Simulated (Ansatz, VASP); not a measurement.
# Na2S: VASP beside Ansatz

File INCAR:

```
SYSTEM = Na2S
PREC = Accurate
ENCUT = 400
EDIFF = 1E-8
ISMEAR = -1
SIGMA = 0.02
LREAL = .False.
LASPH = .True.
NELM = 120
ALGO = Normal
ISIF = 2
LWAVE = .False.
LCHARG = .False.
GGA = PS
LEFG = .True.
NBANDS = 17
GGA_COMPAT = .False.
```

KPOINTS

```
Automatic mesh
0
Gamma
  8 8 8
  0 0 0
```

Contents of POSCAR:

```
Na2S
1.0
    0.0000000000      3.2630000000      3.2630000000
    3.2630000000      0.0000000000      3.2630000000
    3.2630000000      3.2630000000      0.0000000000
Na S
2 1
Direct
    0.2500000000      0.2500000000      0.2500000000
    0.7500000000      0.7500000000      0.7500000000
    0.0000000000      0.0000000000      0.0000000000
```

Input for Ansatz:

```yaml
crystal:
  lattice:
    - [0.0, 3.263, 3.263]
    - [3.263, 0.0, 3.263]
    - [3.263, 3.263, 0.0]
  atoms:
    - { symbol: Na, position: [0.25, 0.25, 0.25] }
    - { symbol: Na, position: [0.75, 0.75, 0.75] }
    - { symbol: S, position: [0.0, 0.0, 0.0] }
kpoints:
  mp_grid: { grid: [8, 8, 8] }
  band_path:
    path:
      - [0.0, 0.0, 0.0]
      - [0.5, 0.0, 0.5]
      - [0.625, 0.25, 0.625]
      - [0.375, 0.375, 0.75]
      - [0.0, 0.0, 0.0]
      - [0.5, 0.5, 0.5]
      - [0.5, 0.25, 0.75]
      - [0.5, 0.0, 0.5]
    npoints: 8
scf:
  occupations: { method: fermi_dirac, width: 0.02 }
hamiltonian:
  xc: pbesol
  pseudopotentials: { kind: all_electron, datasets: crystal }
output:
  forces: true
  stress: true
  eigenvalues: true
  efg: { contact_densities: true }
```

Alike in both runs: task electric field gradients; functional PBEsol; k mesh 8 × 8 × 8; occupations fermi-dirac, width 0.02 eV; no spin polarisation.

|  | VASP | Ansatz |
| --- | --- | --- |
| version | VASP 6.6.1 | Ansatz 0.2.0 |
| potentials or method | VASP PAW PBE potentials, release 64 (Na_pv, S), cutoff 400 eV | all-electron PAW with datasets made for the crystal, scalar-relativistic |

|  | VASP | Ansatz | Ansatz less VASP |
| --- | --- | --- | --- |
| gap on the k mesh at the Fermi level (eV) | 2.39 | 2.39 | +0.006 |
| pressure (GPa) | -0.5 | -0.3 | +0.16 |

VASP's potentials were made for PBE, not for PBEsol. Ansatz ran all-electron here, and VASP with PAW potentials.
